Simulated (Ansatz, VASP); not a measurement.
**Sn: VASP beside Ansatz**

Contents of POSCAR:

```
Sn
1.0
    3.0561510194      0.0000000000      0.0000000000
    0.0000000000      3.0561510194      0.0000000000
    0.0000000000      0.0000000000      3.0561510194
Sn
1
Direct
    0.0000000000      0.0000000000      0.0000000000
```

INCAR.step1

```
SYSTEM = Sn
PREC     = Accurate       ! precision mode
ENCUT    = 600            ! plane-wave cutoff, eV
ISMEAR   = 0              ! smearing method
SIGMA    = 0.1            ! smearing width, eV
LREAL    = .False.        ! projectors in reciprocal space
LASPH    = .True.         ! aspherical terms in the spheres
NELM     = 100            ! most SCF steps
GGA      = PE             ! functional
ALGO     = Normal         ! electronic algorithm
EDIFF    = 1E-4           ! SCF threshold, eV
LWAVE    = .True.         ! write WAVECAR
LCHARG   = .False.        ! write CHGCAR
```

File INCAR.step2:

```
SYSTEM = Sn
PREC     = Accurate       ! precision mode
ENCUT    = 600            ! plane-wave cutoff, eV
EDIFF    = 1E-6           ! SCF threshold, eV
ISMEAR   = 0              ! smearing method
SIGMA    = 0.1            ! smearing width, eV
LREAL    = .False.        ! projectors in reciprocal space
LASPH    = .True.         ! aspherical terms in the spheres
NELM     = 100            ! most SCF steps
ALGO     = Normal         ! electronic algorithm
ISIF     = 3              ! what is computed and relaxed
LWAVE    = .False.        ! write WAVECAR
LCHARG   = .False.        ! write CHGCAR
METAGGA  = R2SCAN         ! meta-GGA
LMIXTAU  = .True.       
IBRION   = 2              ! ionic algorithm
NSW      = 100            ! ionic steps
EDIFFG   = -0.01          ! ionic threshold
ISTART   = 1
```

The input KPOINTS:

```
Automatic mesh
0
Gamma
  18 18 18
  0 0 0
```

Input for Ansatz:

```yaml
crystal:
  lattice:
    - [3.0561510194, 0.0, 0.0]
    - [0.0, 3.0561510194, 0.0]
    - [0.0, 0.0, 3.0561510194]
  atoms:
    - { symbol: Sn, position: [0.0, 0.0, 0.0] }
basis:
  ecutwfc: 500
kpoints:
  mp_grid: { grid: [18, 18, 18] }
hamiltonian:
  xc: r2scan
scf:
  occupations: { method: gaussian, width: 0.1 }
output:
  forces: true
  stress: true
  eigenvalues: true
relax:
  adjacent_minimum: "off"
  f_tol: 0.01
  max_steps: 80
  cell: { stress_tol: 0.05 }
```

Alike in both runs: task relaxation of cell and atoms; functional r2SCAN; k mesh 18 × 18 × 18; occupations gaussian, width 0.1 eV; no spin polarisation.

|  | VASP | Ansatz |
| --- | --- | --- |
| version | VASP 6.6.1 | Ansatz 0.2.0 |
| potentials or method | VASP PAW PBE potentials, release 64 (Sn_d), cutoff 600 eV | scalar-relativistic, plane waves, PAW |
| valence electrons in the cell | 14 | 14 |

```csv
,VASP,Ansatz,Ansatz less VASP
"gap on the k mesh at the Fermi level, each at its own relaxed structure (eV)",none,none,-
relaxed volume (Å³/atom),28.51,28.48,-0.035
relaxed cell length with the largest relative difference (Å),3.055,3.054,-0.0013
```

VASP's potentials were made for PBE, not for r2SCAN. A gap of «none» marks a metal or a gap that the smearing closes.
